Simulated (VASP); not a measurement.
Runs of VASP 6.6.1 on Ge. The structure is that of space group P6_3/mmc (No. 194), or close to it. The cells are those of the table. 

```csv
cell,gap on the mesh (eV),pressure (GPa),largest force (eV/Å)
"a = 4.117, b = 4.027, c = 6.596 Å, angles 90.0, 90.0, 120.7°, 4 atoms",none,(b),0.24
"a = 3.937, b = 3.982, c = 6.596 Å, angles 90.0, 90.0, 119.6°, 4 atoms",none,1.0,0.14
"a = 4.057, b = 4.012, c = 6.596 Å, angles 90.0, 90.0, 120.4°, 4 atoms",none,-1.1,0.13
"a = 4.177, b = 4.043, c = 6.596 Å, angles 90.0, 90.0, 121.1°, 4 atoms",none,-2.7,0.33
"a = 3.877, b = 3.967, c = 6.596 Å, angles 90.0, 90.0, 119.3°, 4 atoms",(a),2.1,0.30
```

Alike in all rows: task single point; level PBEsol; potentials or basis VASP PAW PBE potentials, release 64 (Ge_d); no spin polarisation; k mesh 12 × 12 × 8; cutoff (eV) 520; smearing gaussian 0.15 eV.

Fill in the values left out.

(a) 0.02; (b) -1.9.

Caveats: semilocal functionals underestimate gaps, and a narrow one can read as zero; the PAW data sets were made with another functional, which shifts forces and pressure a little; the stress differs along the axes, from -6 to -0 GPa (at least some runs); the stress differs along the axes, from 0 to 5 GPa (at least some runs); the smearing spreads over this small gap (at least some runs).

A k mesh can miss the band edges, and the runs leave out spin-orbit coupling on Ge.

A gap of «none» marks levels without a gap at the run's occupations.
